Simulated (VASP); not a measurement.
# BaS (I-4m2) in VASP: notebook

The runs below take BaS through single point, with PBE, r2SCAN, HSE06.

All numbers are computed with VASP 6.6.1; they aren't measurements. Logs are shortened: lines on timing, memory, paths and dates and some standing lists are left out, and cuts for length are marked.

**1. The cell of the first run**

Symmetry: I-4m2, No. 119, tetragonal system. The conventional cell has a = 5.038 Å, b = 5.038 Å, c = 7.039 Å, α = 90.00°, β = 90.00°, γ = 90.00°. Within 4.0 Å of Ba (site symmetry -4m2) lie 4 S at 3.07 Å. Within 4.0 Å of S (site symmetry -4m2) lie 4 Ba at 3.07 Å.

**2. Single point, PBE (biaxial xy strain +1.2%)**

INCAR reads:

```
  ALGO = Normal
  EDIFF = 1E-6
  ENCUT = 500
  GGA = PE
  GGA_COMPAT = F
  ISIF = 2
  ISMEAR = -1
  LASPH = T
  LCHARG = F
  LREAL = F
  LWAVE = F
  NBANDS = 15
  NELM = 120
  PREC = Accurate
  SIGMA = 0.02
```

KPOINTS reads:

```
k-points
0
Gamma
  6 6 6
```

POSCAR reads:

```
BaS
1.0
    0.0000000000      3.5623485945      3.5194117709
    3.5623485945      0.0000000000      3.5194117709
    3.5623485945      3.5623485945      0.0000000000
Ba S
1 1
Direct
    0.0000000000      0.0000000000      0.0000000000
    0.2500000000      0.2500000000      0.2500000000
```

Potentials or basis: VASP PAW PBE potentials, release 64 (Ba_sv, S).

Command:

```bash
$ cat potpaw_PBE.64/Ba_sv/POTCAR potpaw_PBE.64/S/POTCAR > POTCAR
$ mpirun -np 1 vasp_std > vasp.out
```

OUTCAR:

```text
EDIFF = 1E-6
   ENCUT = 500
   GGA = PE
   ISIF = 2
   ISMEAR = -1
   LASPH = T
   LREAL = F
   NELM = 120
   PREC = Accurate

 ion  position               nearest neighbor table
   1  0.000  0.000  0.000-   2 3.07   2 3.07   2 3.07   2 3.07
   2  0.250  0.250  0.250-   1 3.07   1 3.07   1 3.07   1 3.07

  LATTYP: Found a body centered tetragonal cell.
 ALAT       =     5.0379216962
 C/A-ratio  =     1.3971681114

  Lattice vectors:

 A1 = (   0.0000000000,  -3.5623485945,  -3.5194117709)
 A2 = (   0.0000000000,   3.5623485945,  -3.5194117709)
 A3 = (   3.5623485945,   0.0000000000,   3.5194117709)

Analysis of symmetry for initial positions (statically):
=====================================================================
 Subroutine PRICEL returns:
 Original cell was already a primitive cell.

 Routine SETGRP: Setting up the symmetry group for a
 body centered tetragonal supercell.

 Subroutine GETGRP returns: Found  8 space group operations
 (whereof  8 operations were pure point group operations)
 out of a pool of 16 trial point group operations.

The static configuration has the point symmetry D_2d.

Analysis of symmetry for dynamics (positions and initial velocities):
=====================================================================
 Subroutine PRICEL returns:
 Original cell was already a primitive cell.

 Routine SETGRP: Setting up the symmetry group for a
 body centered tetragonal supercell.

 Subroutine GETGRP returns: Found  8 space group operations
 (whereof  8 operations were pure point group operations)
 out of a pool of 16 trial point group operations.

The dynamic configuration has the point symmetry D_2d.

 Subroutine INISYM returns: Found  8 space group operations
 (whereof  8 operations are pure point group operations),
 and found     1 'primitive' translations

----------------------------------------------------------------------------------------

                                     Primitive cell

  volume of cell :      89.3250

  direct lattice vectors                    reciprocal lattice vectors
     0.000000000  3.562348594  3.519411771    -0.140356842  0.140356842  0.142069196
     3.562348594  0.000000000  3.519411771     0.140356842 -0.140356842  0.142069196
     3.562348594  3.562348594  0.000000000     0.140356842  0.140356842 -0.142069196

  length of vectors
     5.007652816  5.007652816  5.037921696     0.244097814  0.244097814  0.244097814

  position of ions in fractional coordinates (direct lattice)
     0.000000000  0.000000000  0.000000000
     0.250000000  0.250000000  0.250000000

  ion indices of the primitive-cell ions
   primitive index   ion index
                 1           1
                 2           2

----------------------------------------------------------------------------------------

 KPOINTS: k-points

Automatic generation of k-mesh.
 Grid dimensions read from file:
 generate k-points for:    6    6    6

 Generating k-lattice:

  Cartesian coordinates                     Fractional coordinates (reciprocal lattice)
    -0.023392807  0.023392807  0.023678199     0.166666667  0.000000000  0.000000000
     0.023392807 -0.023392807  0.023678199     0.000000000  0.166666667  0.000000000
     0.023392807  0.023392807 -0.023678199     0.000000000  0.000000000  0.166666667

  Length of vectors
     0.040682969  0.040682969  0.040682969

  Shift w.r.t. Gamma in fractional coordinates (k-lattice)
     0.000000000  0.000000000  0.000000000

 Subroutine IBZKPT returns following result:
 ===========================================

 Found     30 irreducible k-points:

 Following reciprocal coordinates:
            Coordinates               Weight
  0.000000  0.000000  0.000000      1.000000
  0.166667  0.000000  0.000000      8.000000
  0.333333 -0.000000  0.000000      8.000000
  0.500000  0.000000  0.000000      4.000000
  0.166667  0.166667  0.000000      2.000000
  0.333333  0.166667  0.000000      8.000000
[... 16 lines left out ...]
  0.333333  0.000000  0.333333      4.000000
  0.500000  0.000000  0.333333     16.000000
 [... further k-points ...]
   k-points           NKPTS =     30   k-points in BZ     NKDIM =     30   number of bands    NBANDS=     15
   number of dos      NEDOS =    301   number of ions     NIONS =      2
   total plane-waves  NPLWV =  64000
   dimension x,y,z NGX =    40 NGY =   40 NGZ =   40
   dimension x,y,z NGXF=    80 NGYF=   80 NGZF=   80
   ions per type =               1   1
   NGX,Y,Z   is equivalent  to a cutoff of  13.28, 13.28, 13.20 a.u.
   NGXF,Y,Z  is equivalent  to a cutoff of  26.56, 26.56, 26.40 a.u.
 SYSTEM =  unknown system
   PREC   = accura    normal or accurate (medium, high low for compatibility)
   ISTART =      0    job   : 0-new  1-cont  2-samecut
   ICHARG =      2    charge: 1-file 2-atom 10-const
   ISPIN  =      1    spin polarized calculation?
   LNONCOLLINEAR =      F non collinear calculations
   LSORBIT =      F    spin-orbit coupling
   LASPH  =      T    aspherical Exc in radial PAW
   ENCUT  =  500.0 eV  36.75 Ry    6.06 a.u.   9.13  9.13  9.19*2*pi/ulx,y,z
   NELM   =    120;   NELMIN=  2; NELMDL= -5     # of ELM steps
   EDIFF  = 0.1E-05   stopping-criterion for ELM
   LREAL  =      F    real-space projection
   EDIFFG = 0.1E-04   stopping-criterion for IOM
   NSW    =      0    number of steps for IOM
   IBRION =     -1    ionic relax: 0-MD 1-quasi-New 2-CG
   NFREE  =      0    steps in history (QN), initial steepest desc. (CG)
   ISIF   =      2    stress and relaxation
   ISYM   =      2    0-nonsym 1-usesym 2-fastsym
   POTIM  = 0.5000    time-step for ionic-motion
   TEBEG  =    0.0;   TEEND  =   0.0 temperature during run
   PSTRESS=    0.0 pullay stress
   NELECT =      16.0000    total number of electrons
   NUPDOWN=      -1.0000    fix difference up-down
   EMIN   =  10.00;   EMAX   =-10.00  energy-range for DOS
   EFERMI =   0.00;   METHOD = LEGACY
   ISMEAR =    -1;   SIGMA  =   0.02  broadening in eV -4-tet -1-fermi 0-gaus
   EFERMI_NEDOS =   21; number of points for ismear=-14 and -15
   IALGO  =     38    algorithm
   IMIX   =      4    mixing-type and parameters
     AMIX     =   0.40;   BMIX     =  1.00
     AMIX_MAG =   1.60;   BMIX_MAG =  1.00
  volume/ion in A,a.u.               =      44.66       301.40
  Fermi-wavevector in a.u.,A,eV,Ry     =   0.922835  1.743904 11.587043  0.851624
  Thomas-Fermi vector in A             =   2.048405
   LORBIT       =      0    0 simple, 1 ext, 2 COOP (PROOUT), +10 PAW based schemes
   GGA     = PE    functional components
   LHFCALC =     F    Hartree Fock is set to
   AEXX    =    0.0000 exact exchange contribution
   IVDW    =     0    specifies the selected vdW correction
   LEPSILON=     F    determine dielectric tensor
   LRPA    =     F    only Hartree local field effects (RPA)
 non-spin polarized calculation
  energy-cutoff  :      500.00
  volume of cell :       89.32
 maximum number of plane-waves:      2283
 NGX is ok and might be reduce to    40
   NGX = 19   NGY = 19   NGZ = 19

 number of electron      16.0000001 magnetization

 Free energy of the ion-electron system (eV)
  ---------------------------------------------------
  ext. energy  EPLUGINS =         0.00000000
  ---------------------------------------------------
  free energy    TOTEN  =        -9.73422199 eV

  energy without entropy =       -9.73422199  energy(sigma->0) =       -9.73422199

 E-fermi :   0.2488     XC(G=0):  -7.0895

 val. band max:       -0.2620090019   @ k =  -0.3333   0.1667   0.5000
 cond. band min:       2.4538777854   @ k =   0.0000   0.0000   0.0000
 fundamental gap:      2.7158867873
 Fermi energy:         0.2487910734

 k-point     1 :       0.0000    0.0000    0.0000
  band No.  band energies     occupation
      1     -26.4376      2.00000
      2     -11.6131      2.00000
      3     -11.6105      2.00000
      4     -11.6105      2.00000
      5     -10.1440      2.00000
      6      -0.9073      2.00000
      7      -0.9073      2.00000
      8      -0.9004      2.00000
      9       2.4539      0.00000
     10       4.6994      0.00000
     11       4.7805      0.00000
     12       6.5753      0.00000
     13       6.5753      0.00000
     14       6.6654      0.00000
     15       9.5223      0.00000

 k-point     2 :       0.1667    0.0000    0.0000
  band No.  band energies     occupation
      1     -26.4344      2.00000
      2     -11.7862      2.00000
      3     -11.6207      2.00000
      4     -11.6197      2.00000
      5      -9.9614      2.00000
      6      -0.9762      2.00000
      7      -0.8430      2.00000
      8      -0.8357      2.00000
      9       3.0187      0.00000
     10       4.5350      0.00000
     11       4.5949      0.00000
     12       6.2985      0.00000
     13       6.9174      0.00000
     14       6.9623      0.00000
     15       8.1821      0.00000

 k-point     3 :       0.3333   -0.0000    0.0000
  band No.  band energies     occupation
      1     -26.4281      2.00000
      2     -12.0543      2.00000
      3     -11.6381      2.00000
      4     -11.6375      2.00000
      5      -9.6848      2.00000
      6      -0.9476      2.00000
      7      -0.7240      2.00000
      8      -0.7109      2.00000
      9       3.9186      0.00000
     10       4.5941      0.00000
     11       4.6222      0.00000
     12       5.6573      0.00000
     13       6.6493      0.00000
     14       6.6608      0.00000
     15       7.2519      0.00000
[... 343 lines left out ...]
 k-point    23 :       0.3333    0.0000    0.3333
  band No.  band energies     occupation
      1     -26.4250      2.00000
      2     -12.1220      2.00000
      3     -11.6799      2.00000
      4     -11.6730      2.00000
      5      -9.5443      2.00000
      6      -1.2682      2.00000
      7      -0.4660      2.00000
      8      -0.4411      2.00000
      9       3.2502      0.00000
     10       4.5693      0.00000
     11       5.5673      0.00000
     12       6.2257      0.00000
     13       6.2905      0.00000
     14       6.3706      0.00000
     15       9.0866      0.00000

 k-point    24 :       0.5000    0.0000    0.3333
  band No.  band energies     occupation
      1     -26.4219      2.00000
      2     -12.2044      2.00000
      3     -11.7145      2.00000
      4     -11.6845      2.00000
      5      -9.4301      2.00000
      6      -1.1769      2.00000
      7      -0.4035      2.00000
      8      -0.3712      2.00000
      9       3.2089      0.00000
     10       4.2828      0.00000
     11       5.4150      0.00000
     12       6.2824      0.00000
     13       6.4214      0.00000
     14       7.0387      0.00000
     15       8.8307      0.00000

 [... further k-points ...]

------------------------ aborting loop because EDIFF is reached ----------------------------------------

  FORCE on cell =-STRESS in cart. coord.  units (eV):
  Direction    XX          YY          ZZ          XY          YZ          ZX
  --------------------------------------------------------------------------------------
  -------------------------------------------------------------------------------------
  Total       -0.1771929     -0.1771929     -0.1500627      0.0000000      0.0000000      0.0000000
  in kB       -3.1782196     -3.1782196     -2.6915989      0.0000000      0.0000000      0.0000000
  external PRESSURE =      -3.0160127 kB  Pullay stress =       0.0000000 kB

 VOLUME and BASIS-vectors are now :
 -----------------------------------------------------------------------------
  energy-cutoff  :      500.00
  volume of cell :       89.32
      direct lattice vectors                 reciprocal lattice vectors
     0.000000000  3.562348594  3.519411771    -0.140356842  0.140356842  0.142069196
     3.562348594  0.000000000  3.519411771     0.140356842 -0.140356842  0.142069196
     3.562348594  3.562348594  0.000000000     0.140356842  0.140356842 -0.142069196

 POSITION                                       TOTAL-FORCE (eV/Angst)
 -----------------------------------------------------------------------------------
      0.00000      0.00000      0.00000         0.000000      0.000000     -0.000000
      1.78117      1.78117      1.75971        -0.000000     -0.000000      0.000000
 -----------------------------------------------------------------------------------
    total drift:                               -0.000000     -0.000000      0.000000

  FREE ENERGIE OF THE ION-ELECTRON SYSTEM (eV)
  ---------------------------------------------------
  free  energy   TOTEN  =        -9.7342219931 eV

  energy  without entropy=       -9.7342219931  energy(sigma->0) =       -9.73422199
```

Run time: 28 s. Hardware: 1 thread of Intel Xeon Platinum 8488C (Sapphire Rapids), shared host; peak memory 0.25 GiB.

Results:

```yaml
Free_energy: -9.7342 eV
Pressure: -0.3 GPa
Band_gap_on_the_k_mesh: 2.72 eV (least direct gap 3.35 eV)
```

Caveat: the cell differs from its parent crystal (biaxial xy strain +1.2%); the structure was generated, so it needn't be the stable form of BaS; spin-orbit coupling is left out, which moves the levels of the heavy elements.

**3. Single point, r2SCAN (biaxial xy strain +1.2%)**

POSCAR is that of step 2.

INCAR.step1 reads:

```
PREC = Accurate
ENCUT = 550
ISMEAR = 0
SIGMA = 0.01
LREAL = F
LASPH = T
NELM = 120
NBANDS = 15
GGA = PE
ALGO = Normal
EDIFF = 1E-5
LWAVE = T
LCHARG = F
GGA_COMPAT = F
```

INCAR.step2 reads:

```
PREC = Accurate
ENCUT = 550
EDIFF = 1E-6
ISMEAR = 0
SIGMA = 0.01
LREAL = F
LASPH = T
NELM = 120
ALGO = Normal
ISIF = 2
LWAVE = F
LCHARG = F
METAGGA = R2SCAN
LMIXTAU = T
NBANDS = 15
ISTART = 1
GGA_COMPAT = F
```

KPOINTS reads:

```
Automatic mesh
0
Gamma
  6 6 6
```

Potentials or basis: VASP PAW PBE potentials, release 64 (Ba_sv, S).

Command:

```bash
$ cat potpaw_PBE.64/Ba_sv/POTCAR potpaw_PBE.64/S/POTCAR > POTCAR
$ cp INCAR.step1 INCAR
$ mpirun -np 1 vasp_std > vasp.out
$ cp INCAR.step2 INCAR
$ mpirun -np 1 vasp_std > vasp.out
```

It took 1.7 min on 1 thread of Intel Xeon Platinum 8488C (Sapphire Rapids), shared host; peak memory 0.28 GiB.

It converged, with:

* Free energy: -38.6168 eV
* Pressure: -0.3 GPa
* Band gap on the k mesh: 3.04 eV (least direct gap 3.66 eV)

Levels at points of the mesh, in eV from the valence-band top:
```
           k point  band 4  band 5  band 6  band 7  band 8  band 9  band 10  band 11  band 12  band 13
(0.00, 0.00, 0.00)  -11.67  -10.33   -0.65   -0.65   -0.64    3.04     5.46     5.55     7.34     7.34
(0.50, 0.00, 0.00)  -11.70   -9.69   -0.59   -0.41   -0.39    4.70     5.66     5.68     5.80     6.81
(0.50, 0.50, 0.00)  -11.76   -9.52   -1.03   -0.02   -0.02    3.71     4.96     6.75     6.75     6.83
(0.50, 0.00, 0.50)  -11.75   -9.50   -1.04   -0.02   -0.01    3.68     4.94     6.73     6.74     6.83
```

Caveat: the cell differs from its parent crystal (biaxial xy strain +1.2%); the structure was generated, so it needn't be the stable form of BaS; the PAW data sets were made with another functional, which shifts forces and pressure a little; spin-orbit coupling is left out, which moves the levels of the heavy elements.

(Part 1 of 2 ends here.)
